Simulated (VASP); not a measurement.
# HfSi2 (Cmcm) in VASP: a series of runs

Runs on HfSi2. Level: PBE. Tasks: single point.

Everything below comes from runs of VASP 6.6.1. Logs are shortened: lines on timing, memory, paths and dates and some standing lists are left out, and cuts for length are marked.

## 1. The cell of the first run

The structure is orthorhombic, space group Cmcm (No. 63). Conventional cell: a = 3.756 Å, b = 14.884 Å, c = 3.616 Å, α = 90.00°, β = 90.00°, γ = 90.00°. Within 3.8 Å of Hf (site symmetry m2m) lie 10 Si at 2.72 to 3.03 Å and 6 Hf at 3.62 to 3.76 Å. Within 3.2 Å of Si (site symmetry m2m) lie 2 Si at 2.42 Å and 6 Hf at 2.72 to 3.03 Å. Si (site symmetry m2m) has 12 Si at 2.61 to 3.76 Å and 4 Hf at 2.81 to 2.84 Å within 3.8 Å.

## 2. Single point, PBE (biaxial strain in the a-b plane: +2.0 %)

INCAR

```
SYSTEM = HfSi2
ALGO     = Normal         ! electronic algorithm
EDIFF    = 1E-6           ! SCF threshold, eV
ENCUT    = 500            ! plane-wave cutoff, eV
GGA      = PE             ! functional
GGA_COMPAT= .FALSE.      
ISIF     = 2              ! what is computed and relaxed
ISMEAR   = 0              ! smearing method
LASPH    = .TRUE.         ! aspherical terms in the spheres
LCHARG   = .FALSE.        ! write CHGCAR
LREAL    = .FALSE.        ! projectors in reciprocal space
LWAVE    = .FALSE.        ! write WAVECAR
NBANDS   = 48             ! bands
NELM     = 120            ! most SCF steps
PREC     = Accurate       ! precision mode
SIGMA    = 0.1            ! smearing width, eV
```

KPOINTS

```
k-points
0
G
  10 4 10
  0 0 0
```

POSCAR

```
HfSi2
1.0
    3.7561856297      0.0000000000      0.0000000000
    0.0000000000     14.8838401124      0.0000000000
    0.0000000000      0.0000000000      3.6158744800
Hf Si
4 8
Direct
    0.0000000000      0.1059578389      0.2500000000
    0.5000000000      0.3940421611      0.7500000000
    0.5000000000      0.6059578389      0.2500000000
    0.0000000000      0.8940421611      0.7500000000
    0.0000000000      0.4458942857      0.2500000000
    0.5000000000      0.0541057143      0.7500000000
    0.5000000000      0.2492826965      0.2500000000
    0.0000000000      0.2507173035      0.7500000000
    0.5000000000      0.9458942857      0.2500000000
    0.0000000000      0.5541057143      0.7500000000
    0.0000000000      0.7492826965      0.2500000000
    0.5000000000      0.7507173035      0.7500000000
```

Potentials or basis: VASP PAW PBE potentials, release 64 (Hf_pv, Si).

Run with:

```console
cat potpaw_PBE.64/Hf_pv/POTCAR potpaw_PBE.64/Si/POTCAR > POTCAR
mpirun -np 1 vasp_std > vasp.out
```

OUTCAR:

```text
SYSTEM = HfSi2
   EDIFF = 1E-6
   ENCUT = 500
   GGA = PE
   ISIF = 2
   ISMEAR = 0
   LASPH = .TRUE.
   LREAL = .FALSE.
   NELM = 120
   PREC = Accurate

 ion  position               nearest neighbor table
   1  0.000  0.106  0.250-   6 2.72   6 2.72   6 2.72   6 2.72   8 2.81   8 2.81   7 2.84   7 2.84
                             9 3.03   9 3.03   4 3.64   4 3.64
   2  0.500  0.394  0.750-   5 2.72   5 2.72   5 2.72   5 2.72   7 2.81   7 2.81   8 2.84   8 2.84
                            10 3.03  10 3.03   3 3.64   3 3.64
   3  0.500  0.606  0.250-  10 2.72  10 2.72  10 2.72  10 2.72  12 2.81  12 2.81  11 2.84  11 2.84
                             5 3.03   5 3.03   2 3.64   2 3.64
   4  0.000  0.894  0.750-   9 2.72   9 2.72   9 2.72   9 2.72  11 2.81  11 2.81  12 2.84  12 2.84
                             6 3.03   6 3.03   1 3.64   1 3.64
   5  0.000  0.446  0.250-  10 2.42  10 2.42   2 2.72   2 2.72   2 2.72   2 2.72   3 3.03   3 3.03

   6  0.500  0.054  0.750-   9 2.42   9 2.42   1 2.72   1 2.72   1 2.72   1 2.72   4 3.03   4 3.03

   7  0.500  0.249  0.250-   8 2.61   8 2.61   8 2.61   8 2.61   2 2.81   2 2.81   1 2.84   1 2.84
[... 7 lines left out ...]
  11  0.000  0.749  0.250-  12 2.61  12 2.61  12 2.61  12 2.61   4 2.81   4 2.81   3 2.84   3 2.84

  12  0.500  0.751  0.750-  11 2.61  11 2.61  11 2.61  11 2.61   3 2.81   3 2.81   4 2.84   4 2.84

  LATTYP: Found a simple orthorhombic cell.
 ALAT       =     3.6158744800
 B/A-ratio  =     1.0388042092
 C/A-ratio  =     4.1162491106

  Lattice vectors:

 A1 = (   0.0000000000,   0.0000000000,   3.6158744800)
 A2 = (   3.7561856297,   0.0000000000,   0.0000000000)
 A3 = (   0.0000000000,  14.8838401124,   0.0000000000)

Analysis of symmetry for initial positions (statically):
=====================================================================
 Subroutine PRICEL returns following result:

  LATTYP: Found a base centered orthorhombic cell.
 ALAT       =     3.7561856297
 B/A-ratio  =     3.9624879012
 C/A-ratio  =     0.9626453100

  Lattice vectors:

 A1 = (  -1.8780928149,   7.4419200562,   0.0000000000)
 A2 = (  -1.8780928149,  -7.4419200562,   0.0000000000)
 A3 = (   0.0000000000,   0.0000000000,   3.6158744800)

   2 primitive cells build up your supercell.

 Routine SETGRP: Setting up the symmetry group for a
 simple orthorhombic supercell.

 Subroutine GETGRP returns: Found  8 space group operations
 (whereof  4 operations were pure point group operations)
 out of a pool of  8 trial point group operations.

The static configuration has the point symmetry C_2h.
 The point group associated with its full space group is D_2h.

Analysis of symmetry for dynamics (positions and initial velocities):
=====================================================================
 Subroutine PRICEL returns following result:

  LATTYP: Found a base centered orthorhombic cell.
 ALAT       =     3.7561856297
 B/A-ratio  =     3.9624879012
 C/A-ratio  =     0.9626453100

  Lattice vectors:

 A1 = (  -1.8780928149,   7.4419200562,   0.0000000000)
 A2 = (  -1.8780928149,  -7.4419200562,   0.0000000000)
 A3 = (   0.0000000000,   0.0000000000,   3.6158744800)

   2 primitive cells build up your supercell.

 Routine SETGRP: Setting up the symmetry group for a
 simple orthorhombic supercell.

 Subroutine GETGRP returns: Found  8 space group operations
 (whereof  4 operations were pure point group operations)
 out of a pool of  8 trial point group operations.

The dynamic configuration has the point symmetry C_2h.
 The point group associated with its full space group is D_2h.

 Subroutine INISYM returns: Found  8 space group operations
 (whereof  4 operations are pure point group operations),
 and found     2 'primitive' translations

----------------------------------------------------------------------------------------

                                     Primitive cell

  volume of cell :     101.0754

  direct lattice vectors                    reciprocal lattice vectors
    -1.878092815  7.441920056  0.000000000    -0.266227524  0.067186962  0.000000000
    -1.878092815 -7.441920056  0.000000000    -0.266227524 -0.067186962  0.000000000
     0.000000000  0.000000000  3.615874480     0.000000000  0.000000000  0.276558273

  length of vectors
     7.675246364  7.675246364  3.615874480     0.274574548  0.274574548  0.276558273

  position of ions in fractional coordinates (direct lattice)
     0.105957839  0.894042161  0.250000000
     0.894042161  0.105957839  0.750000000
     0.445894286  0.554105714  0.250000000
     0.554105714  0.445894286  0.750000000
     0.749282697  0.250717303  0.250000000
     0.250717303  0.749282697  0.750000000

  ion indices of the primitive-cell ions
   primitive index   ion index
                 1           1
                 2           4
                 3           5
                 4          10
                 5          11
                 6           8

----------------------------------------------------------------------------------------

 KPOINTS: k-points

Automatic generation of k-mesh.
 Grid dimensions read from file:
 generate k-points for:   10    4   10

 Generating k-lattice:

  Cartesian coordinates                     Fractional coordinates (reciprocal lattice)
     0.026622752  0.000000000  0.000000000     0.100000000  0.000000000  0.000000000
     0.000000000  0.016796740  0.000000000     0.000000000  0.250000000  0.000000000
     0.000000000  0.000000000  0.027655827     0.000000000  0.000000000  0.100000000

  Length of vectors
     0.026622752  0.016796740  0.027655827

  Shift w.r.t. Gamma in fractional coordinates (k-lattice)
     0.000000000  0.000000000  0.000000000

 Subroutine IBZKPT returns following result:
 ===========================================

 Found    108 irreducible k-points:

 Following reciprocal coordinates:
            Coordinates               Weight
  0.000000  0.000000  0.000000      1.000000
  0.100000  0.000000  0.000000      2.000000
  0.200000  0.000000  0.000000      2.000000
  0.300000  0.000000  0.000000      2.000000
  0.400000  0.000000  0.000000      2.000000
  0.500000  0.000000  0.000000      1.000000
[... 16 lines left out ...]
  0.400000  0.000000  0.100000      4.000000
  0.500000  0.000000  0.100000      2.000000
 [... further k-points ...]
   k-points           NKPTS =    108   k-points in BZ     NKDIM =    108   number of bands    NBANDS=     48
   number of dos      NEDOS =    301   number of ions     NIONS =     12
   total plane-waves  NPLWV =  87808
   dimension x,y,z NGX =    28 NGY =  112 NGZ =   28
   dimension x,y,z NGXF=    56 NGYF=  224 NGZF=   56
   ions per type =               4   8
   NGX,Y,Z   is equivalent  to a cutoff of  12.39, 12.51, 12.87 a.u.
   NGXF,Y,Z  is equivalent  to a cutoff of  24.79, 25.02, 25.75 a.u.
 SYSTEM =  HfSi2
   PREC   = accura    normal or accurate (medium, high low for compatibility)
   ISTART =      0    job   : 0-new  1-cont  2-samecut
   ICHARG =      2    charge: 1-file 2-atom 10-const
   ISPIN  =      1    spin polarized calculation?
   LNONCOLLINEAR =      F non collinear calculations
   LSORBIT =      F    spin-orbit coupling
   LASPH  =      T    aspherical Exc in radial PAW
   ENCUT  =  500.0 eV  36.75 Ry    6.06 a.u.   6.85 27.14  6.59*2*pi/ulx,y,z
   NELM   =    120;   NELMIN=  2; NELMDL= -5     # of ELM steps
   EDIFF  = 0.1E-05   stopping-criterion for ELM
   LREAL  =      F    real-space projection
   EDIFFG = 0.1E-04   stopping-criterion for IOM
   NSW    =      0    number of steps for IOM
   IBRION =     -1    ionic relax: 0-MD 1-quasi-New 2-CG
   NFREE  =      0    steps in history (QN), initial steepest desc. (CG)
   ISIF   =      2    stress and relaxation
   ISYM   =      2    0-nonsym 1-usesym 2-fastsym
   POTIM  = 0.5000    time-step for ionic-motion
   TEBEG  =    0.0;   TEEND  =   0.0 temperature during run
   PSTRESS=    0.0 pullay stress
   NELECT =      72.0000    total number of electrons
   NUPDOWN=      -1.0000    fix difference up-down
   EMIN   =  10.00;   EMAX   =-10.00  energy-range for DOS
   EFERMI =   0.00;   METHOD = LEGACY
   ISMEAR =     0;   SIGMA  =   0.10  broadening in eV -4-tet -1-fermi 0-gaus
   EFERMI_NEDOS =   21; number of points for ismear=-14 and -15
   IALGO  =     38    algorithm
   IMIX   =      4    mixing-type and parameters
     AMIX     =   0.40;   BMIX     =  1.00
     AMIX_MAG =   1.60;   BMIX_MAG =  1.00
  volume/ion in A,a.u.               =      16.85       113.68
  Fermi-wavevector in a.u.,A,eV,Ry     =   1.160452  2.192936 18.322271  1.346649
  Thomas-Fermi vector in A             =   2.297034
   LORBIT       =      0    0 simple, 1 ext, 2 COOP (PROOUT), +10 PAW based schemes
   GGA     = PE    functional components
   LHFCALC =     F    Hartree Fock is set to
   AEXX    =    0.0000 exact exchange contribution
   IVDW    =     0    specifies the selected vdW correction
   LEPSILON=     F    determine dielectric tensor
   LRPA    =     F    only Hartree local field effects (RPA)
 non-spin polarized calculation
 Gauss-broadening in eV      SIGMA  =   0.10
  energy-cutoff  :      500.00
  volume of cell :      202.15
 maximum number of plane-waves:      5170
 NGX is ok and might be reduce to    28
   NGX = 13   NGY = 55   NGZ = 13

 number of electron      72.0000008 magnetization

 Free energy of the ion-electron system (eV)
  ---------------------------------------------------
  ext. energy  EPLUGINS =         0.00000000
  ---------------------------------------------------
  free energy    TOTEN  =       -89.76277590 eV

  energy without entropy =      -89.74858114  energy(sigma->0) =      -89.75567852

 E-fermi :   8.0393     XC(G=0): -11.2377

 val. band max:        8.0350417674   @ k =   0.4000   0.2500   0.1000
 cond. band min:       8.0608440452   @ k =   0.4000   0.0000   0.0000
 fundamental gap:      0.0258022778
 Fermi energy:         8.0392515858

 k-point     1 :       0.0000    0.0000    0.0000
  band No.  band energies     occupation
      1     -22.9151      2.00000
      2     -22.9076      2.00000
      3     -22.8532      2.00000
      4     -22.8525      2.00000
      5     -22.8399      2.00000
      6     -22.8392      2.00000
[... 1213 lines left out ...]
     47      10.6590      0.00000
     48      10.6590      0.00000

 [... further k-points ...]
[... 5 lines left out ...]
  --------------------------------------------------------------------------------------
  -------------------------------------------------------------------------------------
  Total       -6.1499555     -5.1655296     -0.2637099      0.0000000      0.0000000      0.0000000
  in kB      -48.7424288    -40.9402081     -2.0900739      0.0000000      0.0000000      0.0000000
  external PRESSURE =     -30.5909036 kB  Pullay stress =       0.0000000 kB

 VOLUME and BASIS-vectors are now :
 -----------------------------------------------------------------------------
  energy-cutoff  :      500.00
  volume of cell :      202.15
      direct lattice vectors                 reciprocal lattice vectors
     3.756185630  0.000000000  0.000000000     0.266227524  0.000000000  0.000000000
     0.000000000 14.883840112  0.000000000     0.000000000  0.067186962  0.000000000
     0.000000000  0.000000000  3.615874480     0.000000000  0.000000000  0.276558273

 POSITION                                       TOTAL-FORCE (eV/Angst)
 -----------------------------------------------------------------------------------
      0.00000      1.57706      0.90397         0.000000      0.090388     -0.000000
      1.87809      5.86486      2.71191        -0.000000     -0.090388      0.000000
      1.87809      9.01898      0.90397         0.000000      0.090388     -0.000000
      0.00000     13.30678      2.71191        -0.000000     -0.090388     -0.000000
      0.00000      6.63662      0.90397        -0.000000      0.030697     -0.000000
      1.87809      0.80530      2.71191        -0.000000     -0.030697      0.000000
      1.87809      3.71028      0.90397        -0.000000     -0.039729      0.000000
      0.00000      3.73164      2.71191        -0.000000      0.039729      0.000000
      1.87809     14.07854      0.90397        -0.000000      0.030697      0.000000
      0.00000      8.24722      2.71191        -0.000000     -0.030697      0.000000
      0.00000     11.15220      0.90397        -0.000000     -0.039729     -0.000000
      1.87809     11.17356      2.71191        -0.000000      0.039729      0.000000
 -----------------------------------------------------------------------------------
    total drift:                                0.000000      0.000000      0.000000

  FREE ENERGIE OF THE ION-ELECTRON SYSTEM (eV)
  ---------------------------------------------------
  free  energy   TOTEN  =       -89.7627759020 eV

  energy  without entropy=      -89.7485811355  energy(sigma->0) =      -89.75567852
```

Wall time 9.4 min (1 thread of Intel Xeon 6975P-C (Granite Rapids), shared host); peak memory 0.78 GiB.

What came out:

```
Free energy            : -89.7628 eV
Pressure               : -3.1 GPa
Largest force          : 0.090 eV/Å
Band gap on the k mesh : zero (bands 36 and 37 overlap by 0.84 eV)
```

Forces on the atoms (eV/Å):
```
Hf   0.000  0.090  0.000
Hf   0.000 -0.090  0.000
Hf   0.000  0.090  0.000
Hf   0.000 -0.090  0.000
Si   0.000  0.031  0.000
Si   0.000 -0.031  0.000
Si   0.000 -0.040  0.000
Si   0.000  0.040  0.000
Si   0.000  0.031  0.000
Si   0.000 -0.031  0.000
Si   0.000 -0.040  0.000
Si   0.000  0.040  0.000
```

Caveat: the cell differs from its parent crystal (biaxial strain in the a-b plane: +2.0 %); the cell stands under tension; spin-orbit coupling is left out, which moves the levels of the heavy elements.

(Part 1 of 2 ends here.)

The gap in the log of VASP goes by the Fermi energy; the results here count the filled bands.